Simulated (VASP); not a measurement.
SnSe:

```xyz
2
Lattice="0.0000 3.0299 3.0299 3.0299 0.0000 3.0299 3.0299 3.0299 0.0000" Properties=species:S:1:pos:R:3 pbc="T T T"
Sn    0.0000    0.0000    0.0000
Se    3.0299    3.0299    3.0299
```

Base run:

- Program: VASP 6.6.1
- Functional: r2SCAN
- Potentials or basis: VASP PAW PBE potentials, release 64 (Sn_d, Se)
- Cutoff: 520 eV
- k mesh: 8 × 8 × 8
- Occupations: fermi-dirac, width 0.05 eV
- Spin: no spin polarisation

Its results: band gap on the k mesh 0.37 eV, direct; pressure -1.1 GPa.

Q: The run is repeated on the same cell with these changes: functional from r2SCAN to PBEsol. What comes out?

A: Band gap on the k mesh 0.57 eV, direct; pressure -2.8 GPa.

Caveats: the PAW data sets were made with another functional, which shifts forces and pressure a little; spin-orbit coupling is left out, which moves the levels of the heavy elements.

A k mesh can miss the band edges.
